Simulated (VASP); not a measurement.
# Hf3ZrS8 (C2/m) in VASP: a series of runs

The runs below take Hf3ZrS8 through single point, with PBE.

Program: VASP 6.6.1. These are calculated values, not measurements. Logs are shortened: lines on timing, memory, paths and dates and some standing lists are left out, and cuts for length are marked.

### Step 1. The cell of the first run

The structure is monoclinic, space group C2/m (No. 12). Conventional cell: a = 11.916 Å, b = 7.162 Å, c = 6.203 Å, α = 90.00°, β = 90.00°, γ = 90.00°. Zr (site symmetry 2/m) has 6 S at 2.50 Å within 3.3 Å. Within 3.3 Å of Hf (site symmetry 2) lie 6 S at 2.50 Å. Hf (site symmetry 2/m) has 6 S at 2.50 Å within 3.3 Å. Within 3.3 Å of S (site symmetry m) lie 3 Hf at 2.50 Å. S (site symmetry m) has 1 Zr at 2.50 Å and 2 Hf at 2.50 Å within 3.3 Å. Within 3.3 Å of S (site symmetry 1) lie 2 Hf at 2.50 Å and 1 Zr at 2.50 Å.

### Step 2. Single point, PBE

File INCAR:

```
SYSTEM = Hf3ZrS8
ALGO = Normal
EDIFF = 1E-7
ENCUT = 520
GGA = PE
ISIF = 2
ISMEAR = 0
LASPH = .True.
LCHARG = .False.
LREAL = .False.
LWAVE = .False.
NBANDS = 57
NELM = 100
PREC = Accurate
SIGMA = 0.1
```

File KPOINTS:

```
k-points
0
Gamma
  4 4 4
  0 0 0
```

File POSCAR:

```
Hf3ZrS8
1.0
    5.9582060700     -3.5811486200      0.0000000000
    5.9582060700      3.5811486200      0.0000000000
    0.0000000000      0.0000000000      6.2027313600
Zr Hf S
1 3 8
Direct
    0.5000000000      0.5000000000      0.5000000000
    0.7500000000      0.2500000000      0.0000000000
    0.2500000000      0.7500000000      0.0000000000
    0.0000000000      0.0000000000      0.5000000000
    0.8819760400      0.8819760400      0.1666666700
    0.3819760400      0.3819760400      0.1666666700
    0.6319760400      0.1319760400      0.6666666700
    0.1319760400      0.6319760400      0.6666666700
    0.8680239600      0.3680239600      0.3333333300
    0.3680239600      0.8680239600      0.3333333300
    0.6180239600      0.6180239600      0.8333333300
    0.1180239600      0.1180239600      0.8333333300
```

Potentials or basis: VASP PAW PBE potentials, release 64 (Zr_sv, Hf_pv, S).

The run is started by

```sh
$ cat potpaw_PBE.64/Zr_sv/POTCAR potpaw_PBE.64/Hf_pv/POTCAR potpaw_PBE.64/S/POTCAR > POTCAR
$ mpirun -np 1 vasp_std > vasp.out
```

OUTCAR:

```text
SYSTEM = Hf3ZrS8
   EDIFF = 1E-7
   ENCUT = 520
   GGA = PE
   ISIF = 2
   ISMEAR = 0
   LASPH = .True.
   LREAL = .False.
   NELM = 100
   PREC = Accurate

 ion  position               nearest neighbor table
   1  0.500  0.500  0.500-   6 2.50  11 2.50   8 2.50   9 2.50  10 2.50   7 2.50   4 3.58   4 3.58
                             2 3.58   3 3.58   2 3.58   3 3.58
   2  0.750  0.250  0.000-   7 2.50   9 2.50   5 2.50   6 2.50  11 2.50  12 2.50   3 3.58   3 3.58
                             1 3.58   4 3.58   1 3.58   4 3.58
   3  0.250  0.750  0.000-   8 2.50  10 2.50   5 2.50   6 2.50  11 2.50  12 2.50   2 3.58   2 3.58
                             1 3.58   4 3.58   1 3.58   4 3.58
   4  0.000  0.000  0.500-   5 2.50  12 2.50   8 2.50   9 2.50  10 2.50   7 2.50   1 3.58   1 3.58
                             2 3.58   3 3.58   2 3.58   3 3.58
   5  0.882  0.882  0.167-   4 2.50   3 2.50   2 2.50
   6  0.382  0.382  0.167-   1 2.50   2 2.50   3 2.50
   7  0.632  0.132  0.667-   2 2.50   1 2.50   4 2.50
   8  0.132  0.632  0.667-   3 2.50   1 2.50   4 2.50
   9  0.868  0.368  0.333-   2 2.50   1 2.50   4 2.50
  10  0.368  0.868  0.333-   3 2.50   1 2.50   4 2.50
  11  0.618  0.618  0.833-   1 2.50   2 2.50   3 2.50
  12  0.118  0.118  0.833-   4 2.50   3 2.50   2 2.50

  LATTYP: Found a base centered orthorhombic cell.
 ALAT       =     7.1622972400
 B/A-ratio  =     1.6637695617
 C/A-ratio  =     0.8660254039

  Lattice vectors:

 A1 = (  -5.9582060700,  -3.5811486200,   0.0000000000)
 A2 = (   5.9582060700,  -3.5811486200,   0.0000000000)
 A3 = (   0.0000000000,   0.0000000000,   6.2027313600)

Analysis of symmetry for initial positions (statically):
=====================================================================
 Subroutine PRICEL returns:
 Original cell was already a primitive cell.

 Routine SETGRP: Setting up the symmetry group for a
 base centered orthorhombic supercell.

 Subroutine GETGRP returns: Found  4 space group operations
 (whereof  4 operations were pure point group operations)
 out of a pool of  8 trial point group operations.

The static configuration has the point symmetry C_2h.

Analysis of symmetry for dynamics (positions and initial velocities):
=====================================================================
 Subroutine PRICEL returns:
 Original cell was already a primitive cell.

 Routine SETGRP: Setting up the symmetry group for a
 base centered orthorhombic supercell.

 Subroutine GETGRP returns: Found  4 space group operations
 (whereof  4 operations were pure point group operations)
 out of a pool of  8 trial point group operations.

The dynamic configuration has the point symmetry C_2h.

 Subroutine INISYM returns: Found  4 space group operations
 (whereof  4 operations are pure point group operations),
 and found     1 'primitive' translations

----------------------------------------------------------------------------------------

                                     Primitive cell

  volume of cell :     264.6981

  direct lattice vectors                    reciprocal lattice vectors
     5.958206070 -3.581148620  0.000000000     0.083917876 -0.139620008  0.000000000
     5.958206070  3.581148620  0.000000000     0.083917876  0.139620008  0.000000000
     0.000000000  0.000000000  6.202731360     0.000000000  0.000000000  0.161219299

  length of vectors
     6.951607369  6.951607369  6.202731360     0.162898609  0.162898609  0.161219299

  position of ions in fractional coordinates (direct lattice)
     0.500000000  0.500000000  0.500000000
     0.750000000  0.250000000  0.000000000
     0.250000000  0.750000000  0.000000000
     0.000000000  0.000000000  0.500000000
     0.881976040  0.881976040  0.166666670
     0.381976040  0.381976040  0.166666670
     0.631976040  0.131976040  0.666666670
     0.131976040  0.631976040  0.666666670
     0.868023960  0.368023960  0.333333330
     0.368023960  0.868023960  0.333333330
     0.618023960  0.618023960  0.833333330
     0.118023960  0.118023960  0.833333330

  ion indices of the primitive-cell ions
   primitive index   ion index
                 1           1
                 2           2
                 3           3
                 4           4
                 5           5
                 6           6
                 7           7
                 8           8
                 9           9
                10          10
                11          11
                12          12

----------------------------------------------------------------------------------------

 KPOINTS: k-points

Automatic generation of k-mesh.
 Grid dimensions read from file:
 generate k-points for:    4    4    4

 Generating k-lattice:

  Cartesian coordinates                     Fractional coordinates (reciprocal lattice)
     0.020979469 -0.034905002  0.000000000     0.250000000  0.000000000  0.000000000
     0.020979469  0.034905002  0.000000000     0.000000000  0.250000000  0.000000000
     0.000000000  0.000000000  0.040304825     0.000000000  0.000000000  0.250000000

  Length of vectors
     0.040724652  0.040724652  0.040304825

  Shift w.r.t. Gamma in fractional coordinates (k-lattice)
     0.000000000  0.000000000  0.000000000

 Subroutine IBZKPT returns following result:
 ===========================================

 Found     24 irreducible k-points:

 Following reciprocal coordinates:
            Coordinates               Weight
  0.000000  0.000000  0.000000      1.000000
  0.250000  0.000000  0.000000      4.000000
  0.500000  0.000000  0.000000      2.000000
  0.250000  0.250000  0.000000      2.000000
  0.500000  0.250000  0.000000      4.000000
 -0.250000  0.250000  0.000000      2.000000
[... 16 lines left out ...]
 -0.250000  0.250000  0.500000      2.000000
  0.500000  0.500000  0.500000      1.000000
   k-points           NKPTS =     24   k-points in BZ     NKDIM =     24   number of bands    NBANDS=     57
   number of dos      NEDOS =    301   number of ions     NIONS =     12
   total plane-waves  NPLWV = 139968
   dimension x,y,z NGX =    54 NGY =   54 NGZ =   48
   dimension x,y,z NGXF=   108 NGYF=  108 NGZF=   96
   ions per type =               1   3   8
   NGX,Y,Z   is equivalent  to a cutoff of  12.91, 12.91, 12.86 a.u.
   NGXF,Y,Z  is equivalent  to a cutoff of  25.83, 25.83, 25.73 a.u.
 SYSTEM =  Hf3ZrS8
   PREC   = accura    normal or accurate (medium, high low for compatibility)
   ISTART =      0    job   : 0-new  1-cont  2-samecut
   ICHARG =      2    charge: 1-file 2-atom 10-const
   ISPIN  =      1    spin polarized calculation?
   LNONCOLLINEAR =      F non collinear calculations
   LSORBIT =      F    spin-orbit coupling
   LASPH  =      T    aspherical Exc in radial PAW
   ENCUT  =  520.0 eV  38.22 Ry    6.18 a.u.  12.93 12.93 11.53*2*pi/ulx,y,z
   NELM   =    100;   NELMIN=  2; NELMDL= -5     # of ELM steps
   EDIFF  = 0.1E-06   stopping-criterion for ELM
   LREAL  =      F    real-space projection
   EDIFFG = 0.1E-05   stopping-criterion for IOM
   NSW    =      0    number of steps for IOM
   IBRION =     -1    ionic relax: 0-MD 1-quasi-New 2-CG
   NFREE  =      0    steps in history (QN), initial steepest desc. (CG)
   ISIF   =      2    stress and relaxation
   ISYM   =      2    0-nonsym 1-usesym 2-fastsym
   POTIM  = 0.5000    time-step for ionic-motion
   TEBEG  =    0.0;   TEEND  =   0.0 temperature during run
   PSTRESS=    0.0 pullay stress
   NELECT =      90.0000    total number of electrons
   NUPDOWN=      -1.0000    fix difference up-down
   EMIN   =  10.00;   EMAX   =-10.00  energy-range for DOS
   EFERMI =   0.00;   METHOD = LEGACY
   ISMEAR =     0;   SIGMA  =   0.10  broadening in eV -4-tet -1-fermi 0-gaus
   EFERMI_NEDOS =   21; number of points for ismear=-14 and -15
   IALGO  =     38    algorithm
   IMIX   =      4    mixing-type and parameters
     AMIX     =   0.40;   BMIX     =  1.00
     AMIX_MAG =   1.60;   BMIX_MAG =  1.00
  volume/ion in A,a.u.               =      22.06       148.86
  Fermi-wavevector in a.u.,A,eV,Ry     =   1.142629  2.159256 17.763793  1.305602
  Thomas-Fermi vector in A             =   2.279327
   LORBIT       =      0    0 simple, 1 ext, 2 COOP (PROOUT), +10 PAW based schemes
   GGA     = PE    functional components
   LHFCALC =     F    Hartree Fock is set to
   AEXX    =    0.0000 exact exchange contribution
   IVDW    =     0    specifies the selected vdW correction
   LEPSILON=     F    determine dielectric tensor
   LRPA    =     F    only Hartree local field effects (RPA)
 non-spin polarized calculation
 Gauss-broadening in eV      SIGMA  =   0.10
  energy-cutoff  :      520.00
  volume of cell :      264.70
 maximum number of plane-waves:      7154
 NGX is ok and might be reduce to    54
   NGX = 25   NGY = 25   NGZ = 23

 number of electron      90.0000001 magnetization

 Free energy of the ion-electron system (eV)
  ---------------------------------------------------
  ext. energy  EPLUGINS =         0.00000000
  ---------------------------------------------------
  free energy    TOTEN  =       -89.75639931 eV

  energy without entropy =      -89.75639931  energy(sigma->0) =      -89.75639931

 E-fermi :   4.1031     XC(G=0):  -9.6366

 val. band max:        3.6670546496   @ k =   0.0000   0.0000   0.2500
 cond. band min:       4.7492876815   @ k =   0.0000   0.0000   0.5000
 fundamental gap:      1.0822330319
 Fermi energy:         4.1031052333

 k-point     1 :       0.0000    0.0000    0.0000
  band No.  band energies     occupation
      1     -45.0079      2.00000
      2     -26.9145      2.00000
      3     -26.9078      2.00000
      4     -26.8392      2.00000
      5     -26.8284      2.00000
      6     -26.8169      2.00000
[... 1429 lines left out ...]
     56       7.9455      0.00000
     57       7.9673      0.00000

------------------------ aborting loop because EDIFF is reached ----------------------------------------

  FORCE on cell =-STRESS in cart. coord.  units (eV):
  Direction    XX          YY          ZZ          XY          YZ          ZX
  --------------------------------------------------------------------------------------
  -------------------------------------------------------------------------------------
  Total       11.6926654     11.9951039     11.9091808      0.0000000      0.0000000     -0.0008013
  in kB       70.7739234     72.6045377     72.0844581      0.0000000      0.0000000     -0.0048504
  external PRESSURE =      71.8209731 kB  Pullay stress =       0.0000000 kB

 VOLUME and BASIS-vectors are now :
 -----------------------------------------------------------------------------
  energy-cutoff  :      520.00
  volume of cell :      264.70
      direct lattice vectors                 reciprocal lattice vectors
     5.958206070 -3.581148620  0.000000000     0.083917876 -0.139620008  0.000000000
     5.958206070  3.581148620  0.000000000     0.083917876  0.139620008  0.000000000
     0.000000000  0.000000000  6.202731360     0.000000000  0.000000000  0.161219299

 POSITION                                       TOTAL-FORCE (eV/Angst)
 -----------------------------------------------------------------------------------
      5.95821      0.00000      3.10137         0.000000      0.000000      0.000000
      5.95821     -1.79057      0.00000         0.000000      0.013576      0.000000
      5.95821      1.79057      0.00000         0.000000     -0.013576      0.000000
      0.00000      0.00000      3.10137         0.000000      0.000000      0.000000
     10.50999      0.00000      1.03379        -0.795175      0.000000      0.005159
      4.55178      0.00000      1.03379        -0.888271      0.000000     -0.223085
      4.55178     -1.79057      4.13515        -0.887598     -0.187674      0.108985
      4.55178      1.79057      4.13515        -0.887598      0.187674      0.108985
      7.36463     -1.79057      2.06758         0.887598     -0.187674     -0.108985
      7.36463      1.79057      2.06758         0.887598      0.187674     -0.108985
      7.36463      0.00000      5.16894         0.888271      0.000000      0.223085
      1.40642      0.00000      5.16894         0.795175      0.000000     -0.005159
 -----------------------------------------------------------------------------------
    total drift:                                0.000000      0.000000      0.000000

  FREE ENERGIE OF THE ION-ELECTRON SYSTEM (eV)
  ---------------------------------------------------
  free  energy   TOTEN  =       -89.7563993147 eV

  energy  without entropy=      -89.7563993146  energy(sigma->0) =      -89.75639931
```

Run time: 17 min. Hardware: 1 thread of Intel Xeon 8259CL, shared host; peak memory 0.57 GiB.

What came out:

```
Free energy            : -89.7564 eV
Pressure               : 7.2 GPa
Largest force          : 0.916 eV/Å
Band gap on the k mesh : 1.08 eV (least direct gap 1.20 eV)
```

Forces on the atoms (eV/Å):
```
Zr   0.000  0.000  0.000
Hf   0.000  0.014  0.000
Hf   0.000 -0.014  0.000
Hf   0.000  0.000  0.000
S   -0.795  0.000  0.005
S   -0.888  0.000 -0.223
S   -0.888 -0.188  0.109
S   -0.888  0.188  0.109
S    0.888 -0.188 -0.109
S    0.888  0.188 -0.109
S    0.888  0.000  0.223
S    0.795  0.000 -0.005
```

Caveat: the cell stands under pressure; spin-orbit coupling is left out, which moves the levels of the heavy elements. A k mesh can miss the band edges.

### Step 3. Single point, PBE

This run uses another cell than the first one, of 25.37 Å³/atom.

File INCAR:

```
ALGO = Normal ; EDIFF = 1E-7
ENCUT = 520 ; GGA = PE
ISIF = 2 ; ISMEAR = 0
LASPH = T ; LCHARG = F
LREAL = F ; LWAVE = F
NBANDS = 57 ; NELM = 100
PREC = Accurate ; SIGMA = 0.1
```

File KPOINTS:

```
k-points
0
Gamma
  4 4 4
```

File POSCAR:

```
Hf3ZrS8
1.0
    6.5723621981     -3.6578112413      0.0004727442
    6.5723621981      3.6578112413      0.0004727442
    0.0004921456      0.0000000000      6.3330257425
Zr Hf S
1 3 8
Direct
    0.5000000000      0.5000000000      0.5000000000
    0.7503189677      0.2496810323      0.0000000000
    0.2496810323      0.7503189677      0.0000000000
    0.0000000000      0.0000000000      0.5000000000
    0.8898907059      0.8898907059      0.1669756330
    0.3897172986      0.3897172986      0.1641638900
    0.6413612773      0.1379540814      0.6677770009
    0.1379540814      0.6413612773      0.6677770009
    0.8620459186      0.3586387227      0.3322229991
    0.3586387227      0.8620459186      0.3322229991
    0.6102827014      0.6102827014      0.8358361100
    0.1101092941      0.1101092941      0.8330243670
```

Potentials or basis: VASP PAW PBE potentials, release 64 (Zr_sv, Hf_pv, S).

The run is started by

```sh
$ cat potpaw_PBE.64/Zr_sv/POTCAR potpaw_PBE.64/Hf_pv/POTCAR potpaw_PBE.64/S/POTCAR > POTCAR
$ mpirun -np 1 vasp_std > vasp.out
```

Run time: 17 min. Hardware: 1 thread of Intel Xeon 8259CL, shared host; peak memory 0.62 GiB.

It converged, with:

```yaml
Free_energy: -90.2268 eV
Pressure: -0.3 GPa
Largest_force: 0.085 eV/Å
Band_gap_on_the_k_mesh: 1.17 eV (least direct gap 1.22 eV)
```

Forces in eV/Å, atoms in the order of the input:
```
Zr   0.000  0.000  0.000
Hf   0.000 -0.002  0.000
Hf   0.000  0.002  0.000
Hf   0.000  0.000  0.000
S    0.085  0.000  0.002
S    0.057  0.000 -0.038
S    0.062 -0.033  0.018
S    0.062  0.033  0.018
S   -0.062 -0.033 -0.018
S   -0.062  0.033 -0.018
S   -0.057  0.000  0.038
S   -0.085  0.000 -0.002
```

Levels at points of the mesh, in eV from the valence-band top:
```
           k point  band 42  band 43  band 44  band 45  band 46  band 47  band 48  band 49
(0.00, 0.00, 0.00)    -1.06    -0.35     0.00     0.00     1.30     1.94     1.96     2.36
(0.50, 0.00, 0.00)    -1.06    -1.06    -0.40    -0.39     2.14     2.28     2.36     2.38
(0.50, 0.50, 0.00)    -1.02    -0.99    -0.03    -0.03     1.18     1.93     1.95     2.37
(0.00, 0.00, 0.50)    -0.90    -0.86    -0.38    -0.37     1.17     1.20     1.59     1.75
(0.50, 0.00, 0.50)    -0.82    -0.80    -0.65    -0.63     1.80     1.98     2.02     2.15
(0.50, 0.50, 0.50)    -0.89    -0.86    -0.64    -0.61     1.28     1.31     1.54     1.69
```

Caveat: spin-orbit coupling is left out, which moves the levels of the heavy elements. A k mesh can miss the band edges.
